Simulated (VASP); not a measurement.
A run of VASP 6.6.1 is set up as follows.

File POSCAR:

```
SnTe
1.0
    0.0000000000      3.6111460000      3.6111460000
    3.6111460000      0.0000000000      3.6111460000
    3.6111460000      3.6111460000      0.0000000000
Sn Te
1 1
Direct
    0.0000000000      0.0000000000      0.0000000000
    0.7500000000      0.7500000000      0.7500000000
```

Contents of INCAR.step1:

```
ALGO = Normal ; EDIFF = 1E-4
ENCUT = 520 ; GGA = PE
ISMEAR = -1 ; LASPH = T
LCHARG = F ; LREAL = F
LWAVE = T ; NBANDS = 17
NELM = 60 ; PREC = Accurate
SIGMA = 0.05
```

The input INCAR.step2:

```
ALGO = Normal ; EDIFF = 1E-6
ENCUT = 520 ; ISIF = 2
ISMEAR = -1 ; ISTART = 1
IVDW = 13 ; LASPH = T
LCHARG = F ; LMIXTAU = T
LREAL = F ; LWAVE = F
METAGGA = R2SCAN ; NBANDS = 17
NELM = 60 ; PREC = Accurate
SIGMA = 0.05 ; VDW_A1 = 0.51559235
VDW_A2 = 5.77342911 ; VDW_S6 = 1.0
VDW_S8 = 0.6018749
```

Contents of KPOINTS:

```
k-points
0
Gamma
  5 5 5
```

Potentials or basis: VASP PAW PBE potentials, release 64 (Sn_d, Te).

Command:

```console
$ cat potpaw_PBE.64/Sn_d/POTCAR potpaw_PBE.64/Te/POTCAR > POTCAR
$ cp INCAR.step1 INCAR
$ mpirun -np 1 vasp_std > vasp.out
$ cp INCAR.step2 INCAR
$ mpirun -np 1 vasp_std > vasp.out
```

Question: Estimate the pressure.

Answer: -0.9 GPa.

Question: Predict the band gap on the k mesh.

Answer: 0.49 eV, indirect (least direct gap 0.96 eV).

Question: What does it give for the dispersion energy per atom?

Answer: -0.110 eV.

Caveat: the PAW data sets were made with another functional, which shifts forces and pressure a little; spin-orbit coupling is left out, which moves the levels of the heavy elements. A k mesh can miss the band edges.
